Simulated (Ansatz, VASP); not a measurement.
**Two plane-wave programs on SiO2**

```xyz
6
Lattice="4.2994 0.0000 0.0000 0.0000 4.2994 0.0000 0.0000 0.0000 2.7705" Properties=species:S:1:pos:R:3 pbc="T T T"
Si    2.1497    2.1497    1.3853
Si    0.0000    0.0000    0.0000
O     2.9795    2.9795    0.0000
O     0.8298    3.4696    1.3853
O     1.3199    1.3199    0.0000
O     3.4696    0.8298    1.3853
```

Alike in both runs: task single point; functional PBE; k mesh 6 × 6 × 8; occupations gaussian, width 0.05 eV; no spin polarisation.

```csv
,VASP,Ansatz
version,VASP 6.6.1,Ansatz 0.2.0
potentials or method,"VASP PAW PBE potentials, release 64 (Si, O), cutoff 520 eV","scalar-relativistic, plane waves, PAW"
valence electrons in the cell,32,32
```

VASP gave:

```
gap on the k mesh at the Fermi level (eV)                     : 3.98
least direct gap on the mesh (eV)                             : 3.98
pressure (GPa)                                                : -16.0
traceless stress, the component that is largest in VASP (GPa) : -5.89
rms of the force components (eV/Å)                            : 0.111
```

Which values does Ansatz return?

gap on the k mesh at the Fermi level (eV): 4.00; least direct gap on the mesh (eV): 4.00; pressure (GPa): -16.3; traceless stress, the component that is largest in VASP (GPa): -6.29; rms of the force components (eV/Å): 0.119.

Atom by atom the forces differ by 0.007 eV/Å (rms over components). With one functional, cell and mesh, what is left measures potentials, basis and numerics.
